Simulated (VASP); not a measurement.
# Ti6C in VASP: single point with PBE

Aim: the single point of Ti6C with PBE.

All numbers are computed with VASP 6.6.1; they aren't measurements. Logs are shortened: lines on timing, memory, paths and dates and some standing lists are left out, and cuts for length are marked.

### Step 1. The cell of the first run

The cell holds a slab with vacuum, 7 atoms: a = 2.832 Å, b = 4.579 Å, c = 22.051 Å, α = 90.00°, β = 90.00°, γ = 90.00°.

### Step 2. Single point, PBE

File INCAR:

```
PREC     = Accurate       # precision mode
ENCUT    = 520            # plane-wave cutoff, eV
EDIFF    = 1E-6           # SCF threshold, eV
ISMEAR   = 0              # smearing method
SIGMA    = 0.1            # smearing width, eV
LREAL    = F              # projectors in reciprocal space
LASPH    = T              # aspherical terms in the spheres
NELM     = 60             # most SCF steps
ALGO     = Normal         # electronic algorithm
ISIF     = 2              # what is computed and relaxed
LWAVE    = F              # write WAVECAR
LCHARG   = T              # write CHGCAR
LDIPOL   = T            
IDIPOL   = 3            
DIPOL    = 0.5 0.5 0.364
GGA      = PE             # functional
LELF     = T              # ELF
LVHAR    = T            
LVACPOTAV= T            
NBANDS   = 47             # bands
```

File KPOINTS:

```
regular mesh
0
Gamma
  9 6 1
```

File POSCAR:

```
Ti6C
1.0
    2.8319727860      0.0000000000      0.0000000000
    0.0000000000      4.5793473380      0.0000000000
    0.0000000000      0.0000000000     22.0506909065
Ti C
6 1
Direct
    0.5000000000      0.0000000000      0.1814002118
    0.0000000000      0.5000000000      0.2413504290
    0.5000000000      0.0000000000      0.3013006462
    0.5000000000      0.5000000000      0.3625816208
    0.0000000000      0.0000000000      0.4208167734
    0.5000000000      0.5000000000      0.4784743912
    0.5000000000      0.5000000000      0.5644954912
```

Potentials or basis: VASP PAW PBE potentials, release 64 (Ti_sv, C).

The run is started by

```sh
cat potpaw_PBE.64/Ti_sv/POTCAR potpaw_PBE.64/C/POTCAR > POTCAR
mpirun -np 1 vasp_std > vasp.out
```

OUTCAR:

```text
PREC = Accurate
   ENCUT = 520
   EDIFF = 1E-6
   ISMEAR = 0
   LREAL = F
   LASPH = T
   NELM = 60
   ISIF = 2
   GGA = PE

 ion  position               nearest neighbor table
   1  0.500  0.000  0.181-   3 2.64
   2  0.000  0.500  0.241-
   3  0.500  0.000  0.301-   1 2.64   4 2.66   4 2.66
   4  0.500  0.500  0.363-   6 2.56   3 2.66   3 2.66
   5  0.000  0.000  0.421-
   6  0.500  0.500  0.478-   7 1.90   4 2.56
   7  0.500  0.500  0.564-   6 1.90

  LATTYP: Found a simple orthorhombic cell.
 ALAT       =     2.8319727860
 B/A-ratio  =     1.6170167173
 C/A-ratio  =     7.7863357358

  Lattice vectors:

 A1 = (   2.8319727860,   0.0000000000,   0.0000000000)
 A2 = (   0.0000000000,   4.5793473380,   0.0000000000)
 A3 = (   0.0000000000,   0.0000000000,  22.0506909065)

Analysis of symmetry for initial positions (statically):
=====================================================================
 Subroutine PRICEL returns:
 Original cell was already a primitive cell.

 Routine SETGRP: Setting up the symmetry group for a
 simple orthorhombic supercell.

 Subroutine GETGRP returns: Found  4 space group operations
 (whereof  4 operations were pure point group operations)
 out of a pool of  8 trial point group operations.

The static configuration has the point symmetry C_2v.

Analysis of symmetry for dynamics (positions and initial velocities):
=====================================================================
 Subroutine PRICEL returns:
 Original cell was already a primitive cell.

 Routine SETGRP: Setting up the symmetry group for a
 simple orthorhombic supercell.

 Subroutine GETGRP returns: Found  4 space group operations
 (whereof  4 operations were pure point group operations)
 out of a pool of  8 trial point group operations.

The dynamic configuration has the point symmetry C_2v.

 Subroutine INISYM returns: Found  4 space group operations
 (whereof  4 operations are pure point group operations),
 and found     1 'primitive' translations

----------------------------------------------------------------------------------------

                                     Primitive cell

  volume of cell :     285.9663

  direct lattice vectors                    reciprocal lattice vectors
     2.831972786  0.000000000  0.000000000     0.353110738  0.000000000  0.000000000
     0.000000000  4.579347338  0.000000000     0.000000000  0.218371730  0.000000000
     0.000000000  0.000000000 22.050690907     0.000000000  0.000000000  0.045350053

  length of vectors
     2.831972786  4.579347338 22.050690907     0.353110738  0.218371730  0.045350053

  position of ions in fractional coordinates (direct lattice)
     0.500000000  0.000000000  0.181400212
     0.000000000  0.500000000  0.241350429
     0.500000000  0.000000000  0.301300646
     0.500000000  0.500000000  0.362581621
     0.000000000  0.000000000  0.420816773
     0.500000000  0.500000000  0.478474391
     0.500000000  0.500000000  0.564495491

  ion indices of the primitive-cell ions
   primitive index   ion index
                 1           1
                 2           2
                 3           3
                 4           4
                 5           5
                 6           6
                 7           7

----------------------------------------------------------------------------------------

 KPOINTS: regular mesh

Automatic generation of k-mesh.
 Grid dimensions read from file:
 generate k-points for:    9    6    1

 Generating k-lattice:

  Cartesian coordinates                     Fractional coordinates (reciprocal lattice)
     0.039234526  0.000000000  0.000000000     0.111111111  0.000000000  0.000000000
     0.000000000  0.036395288  0.000000000     0.000000000  0.166666667  0.000000000
     0.000000000  0.000000000  0.045350053     0.000000000  0.000000000  1.000000000

  Length of vectors
     0.039234526  0.036395288  0.045350053

  Shift w.r.t. Gamma in fractional coordinates (k-lattice)
     0.000000000  0.000000000  0.000000000

 Subroutine IBZKPT returns following result:
 ===========================================

 Found     20 irreducible k-points:

 Following reciprocal coordinates:
            Coordinates               Weight
  0.000000  0.000000  0.000000      1.000000
  0.111111  0.000000  0.000000      2.000000
  0.222222  0.000000  0.000000      2.000000
  0.333333  0.000000  0.000000      2.000000
  0.444444  0.000000  0.000000      2.000000
  0.000000  0.166667  0.000000      2.000000
[... 12 lines left out ...]
  0.333333  0.500000  0.000000      2.000000
  0.444444  0.500000  0.000000      2.000000
   k-points           NKPTS =     20   k-points in BZ     NKDIM =     20   number of bands    NBANDS=     47
   number of dos      NEDOS =    301   number of ions     NIONS =      7
   total plane-waves  NPLWV = 145152
   dimension x,y,z NGX =    24 NGY =   36 NGZ =  168
   dimension x,y,z NGXF=    48 NGYF=   72 NGZF=  336
   ions per type =               6   1
   NGX,Y,Z   is equivalent  to a cutoff of  14.09, 13.07, 12.67 a.u.
   NGXF,Y,Z  is equivalent  to a cutoff of  28.18, 26.14, 25.33 a.u.
 SYSTEM =  unknown system
   PREC   = accura    normal or accurate (medium, high low for compatibility)
   ISTART =      0    job   : 0-new  1-cont  2-samecut
   ICHARG =      2    charge: 1-file 2-atom 10-const
   ISPIN  =      1    spin polarized calculation?
   LNONCOLLINEAR =      F non collinear calculations
   LSORBIT =      F    spin-orbit coupling
   LASPH  =      T    aspherical Exc in radial PAW
   ENCUT  =  520.0 eV  38.22 Ry    6.18 a.u.   5.27  8.51 41.00*2*pi/ulx,y,z
   NELM   =     60;   NELMIN=  2; NELMDL= -5     # of ELM steps
   EDIFF  = 0.1E-05   stopping-criterion for ELM
   LREAL  =      F    real-space projection
   EDIFFG = 0.1E-04   stopping-criterion for IOM
   NSW    =      0    number of steps for IOM
   IBRION =     -1    ionic relax: 0-MD 1-quasi-New 2-CG
   NFREE  =      0    steps in history (QN), initial steepest desc. (CG)
   ISIF   =      2    stress and relaxation
   ISYM   =      2    0-nonsym 1-usesym 2-fastsym
   POTIM  = 0.5000    time-step for ionic-motion
   TEBEG  =    0.0;   TEEND  =   0.0 temperature during run
   PSTRESS=    0.0 pullay stress
   NELECT =      76.0000    total number of electrons
   NUPDOWN=      -1.0000    fix difference up-down
   EMIN   =  10.00;   EMAX   =-10.00  energy-range for DOS
   EFERMI =   0.00;   METHOD = LEGACY
   ISMEAR =     0;   SIGMA  =   0.10  broadening in eV -4-tet -1-fermi 0-gaus
   EFERMI_NEDOS =   21; number of points for ismear=-14 and -15
   IALGO  =     38    algorithm
   IMIX   =      4    mixing-type and parameters
     AMIX     =   0.40;   BMIX     =  1.00
     AMIX_MAG =   1.60;   BMIX_MAG =  1.00
  volume/ion in A,a.u.               =      40.85       275.69
  Fermi-wavevector in a.u.,A,eV,Ry     =   1.052546  1.989023 15.073256  1.107853
  Thomas-Fermi vector in A             =   2.187633
   LORBIT       =      0    0 simple, 1 ext, 2 COOP (PROOUT), +10 PAW based schemes
   GGA     = PE    functional components
   LHFCALC =     F    Hartree Fock is set to
   AEXX    =    0.0000 exact exchange contribution
   IVDW    =     0    specifies the selected vdW correction
   LEPSILON=     F    determine dielectric tensor
   LRPA    =     F    only Hartree local field effects (RPA)
 non-spin polarized calculation
 Gauss-broadening in eV      SIGMA  =   0.10
  energy-cutoff  :      520.00
  volume of cell :      285.97
 maximum number of plane-waves:      7748
 NGX is ok and might be reduce to    24
   NGX = 11   NGY = 17   NGZ = 81

 dipolmoment           0.000000      0.000000     -0.089816 electrons x Angstroem

 number of electron      76.0000000 magnetization

 dipolmoment           0.000000      0.000000      0.251895 electrons x Angstroem

 Free energy of the ion-electron system (eV)
  ---------------------------------------------------
  ext. energy  EPLUGINS =         0.00000000
  ---------------------------------------------------
  free energy    TOTEN  =       -48.07463964 eV

  energy without entropy =      -48.01849646  energy(sigma->0) =      -48.04656805

 E-fermi :   0.0546     XC(G=0):  -5.5689

 val. band max:        0.0510096850   @ k =   0.2222   0.1667   0.0000
 cond. band min:       0.0558279477   @ k =   0.1111   0.3333   0.0000
 fundamental gap:      0.0048182626
 Fermi energy:         0.0545996199

 k-point     1 :       0.0000    0.0000    0.0000
  band No.  band energies     occupation
      1     -56.9166      2.00000
      2     -56.8042      2.00000
      3     -56.7949      2.00000
      4     -56.5590      2.00000
      5     -56.4511      2.00000
      6     -56.0057      2.00000
[... 39 lines left out ...]
     46       1.2471      0.00000
     47       1.5839      0.00000

 k-point     2 :       0.1111    0.0000    0.0000
  band No.  band energies     occupation
      1     -56.9095      2.00000
      2     -56.7972      2.00000
      3     -56.7893      2.00000
      4     -56.5534      2.00000
      5     -56.4450      2.00000
      6     -55.9994      2.00000
[... 39 lines left out ...]
     46       1.1579      0.00000
     47       1.5218      0.00000

 k-point     3 :       0.2222    0.0000    0.0000
  band No.  band energies     occupation
      1     -56.8915      2.00000
      2     -56.7796      2.00000
      3     -56.7749      2.00000
      4     -56.5390      2.00000
      5     -56.4295      2.00000
      6     -55.9834      2.00000
[... 839 lines left out ...]
     46       1.0966      0.00000
     47       1.4109      0.00000

 k-point    20 :       0.4444    0.5000    0.0000
  band No.  band energies     occupation
      1     -56.8568      2.00000
      2     -56.7485      2.00000
      3     -56.7453      2.00000
      4     -56.4718      2.00000
      5     -56.4411      2.00000
      6     -55.9531      2.00000
[... 39 lines left out ...]
     46       1.2829      0.00000
     47       1.3583      0.00000

------------------------ aborting loop because EDIFF is reached ----------------------------------------

  FORCE on cell =-STRESS in cart. coord.  units (eV):
  Direction    XX          YY          ZZ          XY          YZ          ZX
  --------------------------------------------------------------------------------------
  -------------------------------------------------------------------------------------
  Total       -2.8822720     -3.8778162     -1.2356068      0.0000000      0.0000000      0.0000000
  in kB      -16.1484441    -21.7261585     -6.9227080      0.0000000      0.0000000      0.0000000
  external PRESSURE =     -14.9324369 kB  Pullay stress =       0.0000000 kB

 VOLUME and BASIS-vectors are now :
 -----------------------------------------------------------------------------
  energy-cutoff  :      520.00
  volume of cell :      285.97
      direct lattice vectors                 reciprocal lattice vectors
     2.831972786  0.000000000  0.000000000     0.353110738  0.000000000  0.000000000
     0.000000000  4.579347338  0.000000000     0.000000000  0.218371730  0.000000000
     0.000000000  0.000000000 22.050690907     0.000000000  0.000000000  0.045350053

 POSITION                                       TOTAL-FORCE (eV/Angst)
 -----------------------------------------------------------------------------------
      1.41599      0.00000      4.00000         0.000000      0.000000      0.385431
      0.00000      2.28967      5.32194         0.000000      0.000000     -0.069711
      1.41599      0.00000      6.64389         0.000000      0.000000     -0.317513
      1.41599      2.28967      7.99518         0.000000      0.000000      0.300820
      0.00000      0.00000      9.27930         0.000000      0.000000     -0.278213
      1.41599      2.28967     10.55069         0.000000      0.000000     -0.080865
      1.41599      2.28967     12.44752         0.000000      0.000000      0.060052
 -----------------------------------------------------------------------------------
    total drift:                                0.000000      0.000000     -0.000466

  FREE ENERGIE OF THE ION-ELECTRON SYSTEM (eV)
  ---------------------------------------------------
  free  energy   TOTEN  =       -48.0746396357 eV

  energy  without entropy=      -48.0184964650  energy(sigma->0) =      -48.04656805

 vacuum level on the upper side and lower side of the slab         6.963         3.448
```

Run time: 20 min. Hardware: 1 thread of AMD EPYC 7R43 (Zen 3), shared host; peak memory 0.42 GiB.

What came out:

| Quantity | Value |
| --- | --- |
| Free energy | -48.0746 eV |
| Largest force | 0.385 eV/Å |
| Band gap on the k mesh | zero (band 38 reaches 0.26 eV, above the bottom of band 39 at -0.09 eV) |

Forces in eV/Å, atoms in the order of the input:
```
Ti   0.000  0.000  0.385
Ti   0.000  0.000 -0.070
Ti   0.000  0.000 -0.318
Ti   0.000  0.000  0.301
Ti   0.000  0.000 -0.278
Ti   0.000  0.000 -0.081
C    0.000  0.000  0.060
```
